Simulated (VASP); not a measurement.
# SnO (P4/nmm) in VASP: further runs

Runs on SnO. Level: LDA. Tasks: single point.

All numbers are computed with VASP 6.6.1; they aren't measurements. Logs are shortened: lines on timing, memory, paths and dates and some standing lists are left out, and cuts for length are marked.

## (1) The cell of the first run

The structure is tetragonal, space group P4/nmm (No. 129). Conventional cell: a = 3.835 Å, b = 3.835 Å, c = 3.951 Å, α = 90.00°, β = 90.00°, γ = 90.00°. Sn (site symmetry 4mm) has 4 O at 2.15 Å within 2.8 Å. Within 2.8 Å of O (site symmetry -4m2) lie 4 Sn at 2.15 Å and 4 O at 2.71 Å.

## (2) Single point, LDA (volume 14.532 Å^3 an atom, c/a of the conventional cell 1.0302)

Input file INCAR:

```
ALGO     = Normal         # electronic algorithm
EDIFF    = 1E-7           # SCF threshold, eV
ENCUT    = 520            # plane-wave cutoff, eV
GGA      = CA             # functional
ISIF     = 2              # what is computed and relaxed
ISMEAR   = 0              # smearing method
LASPH    = T              # aspherical terms in the spheres
LCHARG   = F              # write CHGCAR
LREAL    = F              # projectors in reciprocal space
LWAVE    = F              # write WAVECAR
NBANDS   = 28             # bands
NELM     = 100            # most SCF steps
PREC     = Accurate       # precision mode
SIGMA    = 0.15           # smearing width, eV
```

Input file KPOINTS:

```
k-points
0
Gamma
  12 12 10
```

Input file POSCAR:

```
SnO
1.0
    3.8354937406      0.0000000000      0.0000000000
    0.0000000000      3.8354937406      0.0000000000
    0.0000000000      0.0000000000      3.9513256515
Sn O
2 2
Direct
    0.0000000000      0.5000000000      0.2457459271
    0.5000000000      0.0000000000      0.7542540729
    0.0000000000      0.0000000000      0.0000000000
    0.5000000000      0.5000000000      0.0000000000
```

Potentials or basis: VASP PAW LDA potentials, release 64 (Sn_d, O).

Run with:

```console
> cat potpaw_LDA.64/Sn_d/POTCAR potpaw_LDA.64/O/POTCAR > POTCAR
> mpirun -np 1 vasp_std > vasp.out
```

OUTCAR:

```text
EDIFF = 1E-7
   ENCUT = 520
   GGA = CA
   ISIF = 2
   ISMEAR = 0
   LASPH = T
   LREAL = F
   NELM = 100
   PREC = Accurate

 ion  position               nearest neighbor table
   1  0.000  0.500  0.246-   3 2.15   4 2.15   3 2.15   4 2.15   2 3.34   2 3.34   2 3.34   2 3.34
                             2 3.38   2 3.38   2 3.38   2 3.38
   2  0.500  0.000  0.754-   3 2.15   4 2.15   4 2.15   3 2.15   1 3.34   1 3.34   1 3.34   1 3.34
                             1 3.38   1 3.38   1 3.38   1 3.38
   3  0.000  0.000  0.000-   1 2.15   2 2.15   1 2.15   2 2.15
   4  0.500  0.500  0.000-   1 2.15   2 2.15   2 2.15   1 2.15

  LATTYP: Found a simple tetragonal cell.
 ALAT       =     3.8354937406
 C/A-ratio  =     1.0302000000

  Lattice vectors:

 A1 = (   3.8354937406,   0.0000000000,   0.0000000000)
 A2 = (   0.0000000000,   3.8354937406,   0.0000000000)
 A3 = (   0.0000000000,   0.0000000000,   3.9513256515)

Analysis of symmetry for initial positions (statically):
=====================================================================
 Subroutine PRICEL returns:
 Original cell was already a primitive cell.

 Routine SETGRP: Setting up the symmetry group for a
 simple tetragonal supercell.

 Subroutine GETGRP returns: Found 16 space group operations
 (whereof  8 operations were pure point group operations)
 out of a pool of 16 trial point group operations.

The static configuration has the point symmetry D_2d.
 The point group associated with its full space group is D_4h.

Analysis of symmetry for dynamics (positions and initial velocities):
=====================================================================
 Subroutine PRICEL returns:
 Original cell was already a primitive cell.

 Routine SETGRP: Setting up the symmetry group for a
 simple tetragonal supercell.

 Subroutine GETGRP returns: Found 16 space group operations
 (whereof  8 operations were pure point group operations)
 out of a pool of 16 trial point group operations.

The dynamic configuration has the point symmetry D_2d.
 The point group associated with its full space group is D_4h.

 Subroutine INISYM returns: Found 16 space group operations
 (whereof  8 operations are pure point group operations),
 and found     1 'primitive' translations

----------------------------------------------------------------------------------------

                                     Primitive cell

  volume of cell :      58.1280

  direct lattice vectors                    reciprocal lattice vectors
     3.835493741  0.000000000  0.000000000     0.260722626  0.000000000  0.000000000
     0.000000000  3.835493741  0.000000000     0.000000000  0.260722626  0.000000000
     0.000000000  0.000000000  3.951325651     0.000000000  0.000000000  0.253079621

  length of vectors
     3.835493741  3.835493741  3.951325651     0.260722626  0.260722626  0.253079621

  position of ions in fractional coordinates (direct lattice)
     0.000000000  0.500000000  0.245745927
     0.500000000  0.000000000  0.754254073
     0.000000000  0.000000000  0.000000000
     0.500000000  0.500000000  0.000000000

  ion indices of the primitive-cell ions
   primitive index   ion index
                 1           1
                 2           2
                 3           3
                 4           4

----------------------------------------------------------------------------------------

 KPOINTS: k-points

Automatic generation of k-mesh.
 Grid dimensions read from file:
 generate k-points for:   12   12   10

 Generating k-lattice:

  Cartesian coordinates                     Fractional coordinates (reciprocal lattice)
     0.021726885  0.000000000  0.000000000     0.083333333  0.000000000  0.000000000
     0.000000000  0.021726885  0.000000000     0.000000000  0.083333333  0.000000000
     0.000000000  0.000000000  0.025307962     0.000000000  0.000000000  0.100000000

  Length of vectors
     0.021726885  0.021726885  0.025307962

  Shift w.r.t. Gamma in fractional coordinates (k-lattice)
     0.000000000  0.000000000  0.000000000

 Subroutine IBZKPT returns following result:
 ===========================================

 Found    168 irreducible k-points:

 Following reciprocal coordinates:
            Coordinates               Weight
  0.000000  0.000000  0.000000      1.000000
  0.083333  0.000000  0.000000      4.000000
  0.166667  0.000000  0.000000      4.000000
  0.250000  0.000000  0.000000      4.000000
  0.333333  0.000000  0.000000      4.000000
  0.416667  0.000000  0.000000      4.000000
[... 16 lines left out ...]
  0.333333  0.333333  0.000000      4.000000
  0.416667  0.333333  0.000000      8.000000
 [... further k-points ...]
   k-points           NKPTS =    168   k-points in BZ     NKDIM =    168   number of bands    NBANDS=     28
   number of dos      NEDOS =    301   number of ions     NIONS =      4
   total plane-waves  NPLWV =  27000
   dimension x,y,z NGX =    30 NGY =   30 NGZ =   30
   dimension x,y,z NGXF=    60 NGYF=   60 NGZF=   60
   ions per type =               2   2
   NGX,Y,Z   is equivalent  to a cutoff of  13.00, 13.00, 12.62 a.u.
   NGXF,Y,Z  is equivalent  to a cutoff of  26.01, 26.01, 25.24 a.u.
 SYSTEM =  unknown system
   PREC   = accura    normal or accurate (medium, high low for compatibility)
   ISTART =      0    job   : 0-new  1-cont  2-samecut
   ICHARG =      2    charge: 1-file 2-atom 10-const
   ISPIN  =      1    spin polarized calculation?
   LNONCOLLINEAR =      F non collinear calculations
   LSORBIT =      F    spin-orbit coupling
   LASPH  =      T    aspherical Exc in radial PAW
   ENCUT  =  520.0 eV  38.22 Ry    6.18 a.u.   7.13  7.13  7.35*2*pi/ulx,y,z
   NELM   =    100;   NELMIN=  2; NELMDL= -5     # of ELM steps
   EDIFF  = 0.1E-06   stopping-criterion for ELM
   LREAL  =      F    real-space projection
   EDIFFG = 0.1E-05   stopping-criterion for IOM
   NSW    =      0    number of steps for IOM
   IBRION =     -1    ionic relax: 0-MD 1-quasi-New 2-CG
   NFREE  =      0    steps in history (QN), initial steepest desc. (CG)
   ISIF   =      2    stress and relaxation
   ISYM   =      2    0-nonsym 1-usesym 2-fastsym
   POTIM  = 0.5000    time-step for ionic-motion
   TEBEG  =    0.0;   TEEND  =   0.0 temperature during run
   PSTRESS=    0.0 pullay stress
   NELECT =      40.0000    total number of electrons
   NUPDOWN=      -1.0000    fix difference up-down
   EMIN   =  10.00;   EMAX   =-10.00  energy-range for DOS
   EFERMI =   0.00;   METHOD = LEGACY
   ISMEAR =     0;   SIGMA  =   0.15  broadening in eV -4-tet -1-fermi 0-gaus
   EFERMI_NEDOS =   21; number of points for ismear=-14 and -15
   IALGO  =     38    algorithm
   IMIX   =      4    mixing-type and parameters
     AMIX     =   0.40;   BMIX     =  1.00
     AMIX_MAG =   1.60;   BMIX_MAG =  1.00
  volume/ion in A,a.u.               =      14.53        98.07
  Fermi-wavevector in a.u.,A,eV,Ry     =   1.445328  2.731274 28.422197  2.088973
  Thomas-Fermi vector in A             =   2.563522
   LORBIT       =      0    0 simple, 1 ext, 2 COOP (PROOUT), +10 PAW based schemes
   GGA     = CA    functional components
   LHFCALC =     F    Hartree Fock is set to
   AEXX    =    0.0000 exact exchange contribution
   IVDW    =     0    specifies the selected vdW correction
   LEPSILON=     F    determine dielectric tensor
   LRPA    =     F    only Hartree local field effects (RPA)
 non-spin polarized calculation
 Gauss-broadening in eV      SIGMA  =   0.15
  energy-cutoff  :      520.00
  volume of cell :       58.13
 maximum number of plane-waves:      1582
 NGX is ok and might be reduce to    30
   NGX = 15   NGY = 15   NGZ = 15

 number of electron      40.0000012 magnetization

 Free energy of the ion-electron system (eV)
  ---------------------------------------------------
  ext. energy  EPLUGINS =         0.00000000
  ---------------------------------------------------
  free energy    TOTEN  =       -25.19630121 eV

  energy without entropy =      -25.19608643  energy(sigma->0) =      -25.19619382

 E-fermi :   9.0810     XC(G=0): -11.7099

 val. band max:        8.8512792010   @ k =   0.1667   0.1667   0.0000
 cond. band min:       9.1850716079   @ k =   0.5000   0.5000   0.0000
 fundamental gap:      0.3337924069
 Fermi energy:         9.0810183119

 k-point     1 :       0.0000    0.0000    0.0000
  band No.  band energies     occupation
      1     -13.1882      2.00000
      2     -12.4381      2.00000
      3     -12.4120      2.00000
      4     -12.4120      2.00000
      5     -12.3576      2.00000
      6     -12.3227      2.00000
[... 20 lines left out ...]
     27      16.5430      0.00000
     28      17.1403      0.00000

 k-point     2 :       0.0833    0.0000    0.0000
  band No.  band energies     occupation
      1     -13.1791      2.00000
      2     -12.4692      2.00000
      3     -12.4084      2.00000
      4     -12.4080      2.00000
      5     -12.3533      2.00000
      6     -12.3218      2.00000
[... 20 lines left out ...]
     27      16.8422      0.00000
     28      17.2358      0.00000

 k-point     3 :       0.1667    0.0000    0.0000
  band No.  band energies     occupation
      1     -13.1528      2.00000
      2     -12.5487      2.00000
      3     -12.3981      2.00000
      4     -12.3960      2.00000
      5     -12.3404      2.00000
      6     -12.3192      2.00000
[... 20 lines left out ...]
     27      17.0106      0.00000
     28      18.1451      0.00000

 k-point     4 :       0.2500    0.0000    0.0000
  band No.  band energies     occupation
      1     -13.1119      2.00000
      2     -12.6481      2.00000
      3     -12.3819      2.00000
      4     -12.3770      2.00000
      5     -12.3201      2.00000
      6     -12.3150      2.00000
[... 20 lines left out ...]
     27      17.0672      0.00000
     28      19.2806      0.00000

 k-point     5 :       0.3333    0.0000    0.0000
  band No.  band energies     occupation
      1     -13.0592      2.00000
      2     -12.7482      2.00000
      3     -12.3615      2.00000
      4     -12.3529      2.00000
      5     -12.3106      2.00000
      6     -12.2941      2.00000
[... 20 lines left out ...]
     27      17.2340      0.00000
     28      18.9678      0.00000

 k-point     6 :       0.4167    0.0000    0.0000
  band No.  band energies     occupation
      1     -12.9965      2.00000
      2     -12.8410      2.00000
      3     -12.3395      2.00000
      4     -12.3271      2.00000
      5     -12.3103      2.00000
      6     -12.2830      2.00000
[... 463 lines left out ...]
      5     -12.3008      2.00000
      6     -12.2954      2.00000
[... 20 lines left out ...]
     27      18.5193      0.00000
     28      18.9973      0.00000

 k-point    22 :       0.5000    0.2500    0.0000
  band No.  band energies     occupation
      1     -12.9347      2.00000
      2     -12.9347      2.00000
      3     -12.3308      2.00000
      4     -12.3308      2.00000
      5     -12.2980      2.00000
      6     -12.2980      2.00000
[... 20 lines left out ...]
     27      18.7735      0.00000
     28      18.7735      0.00000

 k-point    23 :       0.3333    0.3333    0.0000
  band No.  band energies     occupation
      1     -13.0011      2.00000
      2     -12.8631      2.00000
      3     -12.3614      2.00000
      4     -12.3087      2.00000
      5     -12.2992      2.00000
      6     -12.2923      2.00000
[... 20 lines left out ...]
     27      18.5039      0.00000
     28      19.2787      0.00000

 k-point    24 :       0.4167    0.3333    0.0000
  band No.  band energies     occupation
      1     -12.9758      2.00000
      2     -12.9068      2.00000
      3     -12.3360      2.00000
      4     -12.3098      2.00000
      5     -12.3035      2.00000
      6     -12.2967      2.00000
[... 20 lines left out ...]
     27      18.7410      0.00000
     28      19.1967      0.00000

 [... further k-points ...]
[... 5 lines left out ...]
  --------------------------------------------------------------------------------------
  -------------------------------------------------------------------------------------
  Total        3.9561785      3.9561785      6.6347518      0.0000000     -0.0000000      0.0000000
  in kB      109.0438259    109.0438259    182.8731242      0.0000000     -0.0000000      0.0000000
  external PRESSURE =     133.6535920 kB  Pullay stress =       0.0000000 kB

 VOLUME and BASIS-vectors are now :
 -----------------------------------------------------------------------------
  energy-cutoff  :      520.00
  volume of cell :       58.13
      direct lattice vectors                 reciprocal lattice vectors
     3.835493741  0.000000000  0.000000000     0.260722626  0.000000000  0.000000000
     0.000000000  3.835493741  0.000000000     0.000000000  0.260722626  0.000000000
     0.000000000  0.000000000  3.951325651     0.000000000  0.000000000  0.253079621

 POSITION                                       TOTAL-FORCE (eV/Angst)
 -----------------------------------------------------------------------------------
      0.00000      1.91775      0.97102         0.000000      0.000000      2.035834
      1.91775      0.00000      2.98030         0.000000      0.000000     -2.035834
      0.00000      0.00000      0.00000         0.000000     -0.000000      0.000000
      1.91775      1.91775      0.00000         0.000000      0.000000      0.000000
 -----------------------------------------------------------------------------------
    total drift:                                0.000000      0.000000      0.000000

  FREE ENERGIE OF THE ION-ELECTRON SYSTEM (eV)
  ---------------------------------------------------
  free  energy   TOTEN  =       -25.1963012099 eV

  energy  without entropy=      -25.1960864285  energy(sigma->0) =      -25.19619382
```

Run time: 2.9 min. Hardware: 1 thread of Intel Xeon 6975P-C (Granite Rapids), shared host; peak memory 0.31 GiB.

Results:

```yaml
Free_energy: -25.1963 eV
Pressure: 13.4 GPa
Largest_force: 2.036 eV/Å
Band_gap_on_the_k_mesh: 0.33 eV, indirect (least direct gap 1.18 eV)
```

Forces on the atoms (eV/Å):
```
Sn   0.000  0.000  2.036
Sn   0.000  0.000 -2.036
O    0.000  0.000  0.000
O    0.000  0.000  0.000
```

Stress tensor (GPa, compression positive):
```
10.90  0.00  0.00
 0.00 10.90  0.00
 0.00  0.00 18.29
```

Caveat: spin-orbit coupling is left out, which moves the levels of the heavy elements; forces of over 1 eV/Å act on the atoms, so gaps and moduli don't describe the material at rest.

(Part 1 of 3 ends here.)
